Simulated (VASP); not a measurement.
# TaAlO3 (F-43m) in VASP: further runs, part 2 of 2

VASP 6.6.1. The steps go on from the part before.

### 4 Relaxation of cell and atoms, PBE, collinear spin

This run uses another cell than the first one, of 12.26 Å³/atom.

Input file INCAR:

```
SYSTEM = TaAlO3
PREC = Accurate ; ENCUT = 600
EDIFF = 1E-7 ; ISMEAR = 0
SIGMA = 0.1 ; LREAL = .FALSE.
LASPH = .TRUE. ; NELM = 200
ALGO = Normal ; ISIF = 3
LWAVE = .FALSE. ; LCHARG = .FALSE.
ISPIN = 2 ; MAGMOM = 1 1 0 0 0 0 0 0 0 0
LORBIT = 11 ; LMAXMIX = 4
GGA = PE ; IBRION = 2
NSW = 90 ; EDIFFG = -0.04
GGA_COMPAT = .FALSE. ; NELMIN = 4
```

Input file KPOINTS:

```
Automatic mesh
0
G
  4 4 4
  0 0 0
```

Input file POSCAR:

```
TaAlO3
1.0
    0.0000000000      3.9425945800      3.9425945800
    3.9425945800      0.0000000000      3.9425945800
    3.9425945800      3.9425945800      0.0000000000
Ta Al O
2 2 6
Direct
    0.5000000000      0.5000000000      0.5000000000
    0.2500000000      0.2500000000      0.2500000000
    0.7500000000      0.7500000000      0.7500000000
    0.0000000000      0.0000000000      0.0000000000
    0.0142940100      0.4857059900      0.4857059900
    0.4857059900      0.0142940100      0.0142940100
    0.4857059900      0.0142940100      0.4857059900
    0.0142940100      0.4857059900      0.0142940100
    0.4857059900      0.4857059900      0.0142940100
    0.0142940100      0.0142940100      0.4857059900
```

Potentials or basis: VASP PAW PBE potentials, release 64 (Ta_pv, Al, O).

Started as:

```bash
> cat potpaw_PBE.64/Ta_pv/POTCAR potpaw_PBE.64/Al/POTCAR potpaw_PBE.64/O/POTCAR > POTCAR
> mpirun -np 1 vasp_std > vasp.out
```

OUTCAR:

```text
SYSTEM = TaAlO3
   PREC = Accurate
   ENCUT = 600
   EDIFF = 1E-7
   ISMEAR = 0
   LREAL = .FALSE.
   LASPH = .TRUE.
   NELM = 200
   ISIF = 3
   ISPIN = 2
   LORBIT = 11
   GGA = PE
   IBRION = 2
   NSW = 90
   EDIFFG = -0.04
   NELMIN = 4

 ion  position               nearest neighbor table
   1  0.500  0.500  0.500-   2 3.41   3 3.41   2 3.41   2 3.41   2 3.41   3 3.41   3 3.41   3 3.41

   2  0.250  0.250  0.250-   5 1.86   6 1.86   7 1.86   8 1.86   9 1.86  10 1.86   1 3.41   4 3.41
                             4 3.41   4 3.41   4 3.41   1 3.41   1 3.41   1 3.41
   3  0.750  0.750  0.750-   5 2.08   6 2.08   7 2.08   8 2.08   9 2.08  10 2.08   1 3.41   1 3.41
                             1 3.41   1 3.41
   4  0.000  0.000  0.000-   2 3.41   2 3.41   2 3.41   2 3.41
   5  0.014  0.486  0.486-   2 1.86   3 2.08
   6  0.486  0.014  0.014-   2 1.86   3 2.08
   7  0.486  0.014  0.486-   2 1.86   3 2.08
   8  0.014  0.486  0.014-   2 1.86   3 2.08
   9  0.486  0.486  0.014-   2 1.86   3 2.08
  10  0.014  0.014  0.486-   2 1.86   3 2.08

  LATTYP: Found a face centered cubic cell.
 ALAT       =     7.8851891600

  Lattice vectors:

 A1 = (   0.0000000000,   3.9425945800,   3.9425945800)
 A2 = (   3.9425945800,   0.0000000000,   3.9425945800)
 A3 = (   3.9425945800,   3.9425945800,   0.0000000000)

Analysis of symmetry for initial positions (statically):
=====================================================================
 Subroutine PRICEL returns:
 Original cell was already a primitive cell.

 Routine SETGRP: Setting up the symmetry group for a
[... 498 lines left out ...]

  energy without entropy =      -77.86001110  energy(sigma->0) =      -77.87292232

 E-fermi :   6.5479     XC(G=0): -11.3755

 val. band max:        6.5273178903   @ k =   0.5000   0.2500   0.0000
 cond. band min:       6.5713569147   @ k =   0.5000   0.2500   0.0000
 fundamental gap:      0.0440390244
 Fermi energy:         6.5478655425

 spin component 1

 k-point     1 :       0.0000    0.0000    0.0000
  band No.  band energies     occupation
      1     -30.3854      1.00000
      2     -30.3854      1.00000
      3     -30.3854      1.00000
      4     -30.0250      1.00000
      5     -30.0250      1.00000
      6     -30.0250      1.00000
[... 325 lines left out ...]
     38       8.8423      0.00000
     39       9.1509      0.00000
 Fermi energy:         6.5478655425

 spin component 2

 k-point     1 :       0.0000    0.0000    0.0000
  band No.  band energies     occupation
      1     -29.9859      1.00000
      2     -29.9859      1.00000
      3     -29.9859      1.00000
      4     -29.2013      1.00000
      5     -29.2013      1.00000
      6     -29.2013      1.00000
[... 362 lines left out ...]
  FREE ENERGIE OF THE ION-ELECTRON SYSTEM (eV)
  ---------------------------------------------------
  free  energy   TOTEN  =       -77.8858335377 eV

  energy  without entropy=      -77.8600110957  energy(sigma->0) =      -77.87292232

 reached required accuracy - stopping structural energy minimisation

 total charge

# of ion       s       p       d       tot
------------------------------------------
    1        0.159   6.006   2.193   8.358
    2        0.357   6.383   2.146   8.885
    3        0.301   0.405   0.000   0.706
    4        0.633   0.099   0.000   0.732
    5        1.570   3.485   0.000   5.055
    6        1.570   3.485   0.000   5.055
    7        1.570   3.485   0.000   5.055
    8        1.570   3.485   0.000   5.055
    9        1.570   3.485   0.000   5.055
   10        1.570   3.485   0.000   5.055
--------------------------------------------------
tot         10.869  33.803   4.339  49.011

 magnetization (x)

# of ion       s       p       d       tot
------------------------------------------
    1        0.043   0.010   1.700   1.753
    2        0.001   0.000   0.069   0.070
    3        0.000  -0.000   0.000   0.000
    4       -0.007  -0.000   0.000  -0.008
    5        0.005  -0.020   0.000  -0.016
    6        0.005  -0.020   0.000  -0.016
    7        0.005  -0.020   0.000  -0.016
    8        0.005  -0.020   0.000  -0.016
    9        0.005  -0.020   0.000  -0.016
   10        0.005  -0.020   0.000  -0.016
--------------------------------------------------
tot          0.064  -0.111   1.770   1.723
```

OSZICAR:

```text
N       E                     dE             d eps       ncg     rms          rms(c)
DAV:   1     0.558741871983E+03    0.55874E+03   -0.37307E+04  1248   0.177E+03
[... 107 lines left out ...]
DAV:   3    -0.778860144801E+02    0.12746E-02   -0.44266E-03  1397   0.445E-01    0.409E-01
DAV:   4    -0.778858261381E+02    0.18834E-03   -0.99349E-04  1486   0.200E-01    0.608E-02
DAV:   5    -0.778858385135E+02   -0.12375E-04   -0.12285E-04  1477   0.691E-02    0.288E-02
DAV:   6    -0.778858363734E+02    0.21401E-05   -0.59912E-06  1580   0.152E-02    0.119E-02
DAV:   7    -0.778858345381E+02    0.18352E-05   -0.10572E-06  1468   0.737E-03    0.487E-03
DAV:   8    -0.778858335972E+02    0.94096E-06   -0.86036E-07  1354   0.607E-03    0.140E-03
DAV:   9    -0.778858335377E+02    0.59515E-07   -0.15617E-07   859   0.234E-03
   8 F= -.77885834E+02 E0= -.77872922E+02  d E =-.148757E-01  mag=     2.2778
```

It took 18 min on 1 thread of Oxide Virtual Turin-like, shared host; peak memory 0.4 GiB.

Results:

| Item | Value |
| --- | --- |
| Free energy | -77.8858 eV |
| Relaxed volume | 11.43 Å³/atom |
| Relaxed cell | a = 5.448 Å, b = 5.448 Å, c = 5.448 Å, α = 60.00°, β = 60.00°, γ = 60.00° |
| Space group after relaxing (to 0.1 Å) | F-43m (No. 216) |
| Energy gained by relaxing | 321.6 meV/atom |
| Ionic steps | 8 |
| Pressure after relaxing | -0.1 GPa |
| Largest force after relaxing | 0.007 eV/Å |
| Net moment | 2.28 μB per cell |
| Site moments | Ta +1.75, +0.07; Al +0.00, -0.01; O -0.02 μB |
| Valence electrons inside the program's atomic spheres | Ta 8.36, 8.88; Al 0.71, 0.73; O 5.05 |

Forces on the atoms (eV/Å):
```
Ta   0.000  0.000  0.000
Ta   0.000  0.000  0.000
Al   0.000  0.000  0.000
Al   0.000  0.000  0.000
O    0.007  0.000  0.000
O   -0.007  0.000  0.000
O    0.000  0.007  0.000
O    0.000 -0.007  0.000
O    0.000  0.000  0.007
O    0.000  0.000 -0.007
```

The path:
```
step  energy change (eV)  largest force (eV/Å)  pressure (GPa)  volume (Å³)
   1              0.0000                6.8507            7.03       122.57
   2              1.5508                5.6370          -19.80       132.36
   3             -2.5716                0.2121          -14.93       126.45
   4             -2.5758                0.3833          -14.50       126.31
   5             -3.0552                1.0248            6.36       110.00
   6             -3.2008                0.4442           -1.61       114.83
   7             -3.1961                0.5403            1.66       113.75
   8             -3.2157                0.0075           -0.14       114.32
```

Final structure:
```yaml
crystal:
  lattice:
    - [0.00000, 3.85212, 3.85212]
    - [3.85212, 0.00000, 3.85212]
    - [3.85212, 3.85212, 0.00000]
  atoms:
    - { symbol: Ta, position: [0.50000, 0.50000, 0.50000] }
    - { symbol: Ta, position: [0.25000, 0.25000, 0.25000] }
    - { symbol: Al, position: [0.75000, 0.75000, 0.75000] }
    - { symbol: Al, position: [0.00000, 0.00000, 0.00000] }
    - { symbol: O, position: [0.99352, 0.50648, 0.50648] }
    - { symbol: O, position: [0.50648, 0.99352, 0.99352] }
    - { symbol: O, position: [0.50648, 0.99352, 0.50648] }
    - { symbol: O, position: [0.99352, 0.50648, 0.99352] }
    - { symbol: O, position: [0.50648, 0.50648, 0.99352] }
    - { symbol: O, position: [0.99352, 0.99352, 0.50648] }
```

Caveat: spin-orbit coupling is left out, which moves the levels of the heavy elements.

### 5 Summary

| task | cell | gap on the mesh (eV) | pressure (GPa) | moment (μB) | largest force (eV/Å) |
| --- | --- | --- | --- | --- | --- |
| single point | a = 5.447 Å, angles 60.0°, 10 atoms, atomic positions A | none | 0.0 | 2.28 | 0.08 |
| single point | a = 5.576 Å, angles 60.0°, 10 atoms, atomic positions B | none | 7.0 | 2.20 | 6.85 |
| relaxation of cell and atoms | relaxed from a = 5.576 Å, angles 60.0°, 10 atoms, atomic positions B | none | -0.1 | 2.28 | 0.01 |

Alike in all rows: level PBE; potentials or basis VASP PAW PBE potentials, release 64 (Ta_pv, Al, O); spin collinear; k mesh 4 × 4 × 4; cutoff (eV) 600; smearing gaussian 0.1 eV.

Caveats: spin-orbit coupling is left out, which moves the levels of the heavy elements; the cell stands under pressure (at least some runs); forces of over 1 eV/Å act on the atoms, so gaps and moduli don't describe the material at rest (at least some runs).

Absolute energies hang on the potentials; compare differences alone.

The gap in the log of VASP goes by the Fermi energy; the results here count the filled bands.